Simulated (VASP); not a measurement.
Input of a VASP 6.6.1 run:

The input INCAR:

```
SYSTEM = MgIn2N2
ALGO = Normal ; EDIFF = 1E-7
ENCUT = 520 ; GGA = PE
ISIF = 2 ; ISMEAR = 0
LASPH = .TRUE. ; LCHARG = .FALSE.
LREAL = .FALSE. ; LWAVE = .FALSE.
NBANDS = 27 ; NELM = 100
PREC = Accurate ; SIGMA = 0.01
```

File KPOINTS:

```
k-points
0
G
  8 8 8
  0 0 0
```

File POSCAR:

```
MgIn2N2
1.0
    1.6849953233      0.9728325035      7.8450240155
   -1.6849953233      0.9728325035      7.8450240155
    0.0000000000     -1.9456650069      7.8450240155
Mg In N
1 2 2
Direct
    0.0000000000      0.0000000000      0.0000000000
    0.4391377727      0.4391377727      0.4391377727
    0.5608622273      0.5608622273      0.5608622273
    0.2770880383      0.2770880383      0.2770880383
    0.7229119617      0.7229119617      0.7229119617
```

Potentials or basis: VASP PAW PBE potentials, release 64 (Mg, In_d, N).

Launch:

```console
$ cat potpaw_PBE.64/Mg/POTCAR potpaw_PBE.64/In_d/POTCAR potpaw_PBE.64/N/POTCAR > POTCAR
$ mpirun -np 1 vasp_std > vasp.out
```

(1) What does it give for the pressure?

(2) What does it give for the largest force?

(3) Predict the band gap on the k mesh.

Answers

(1) -3.1 GPa.

(2) 0.169 eV/Å.

(3) zero (filled and empty bands touch).

Caveat: the cell stands under tension; spin-orbit coupling is left out, which moves the levels of the heavy elements.
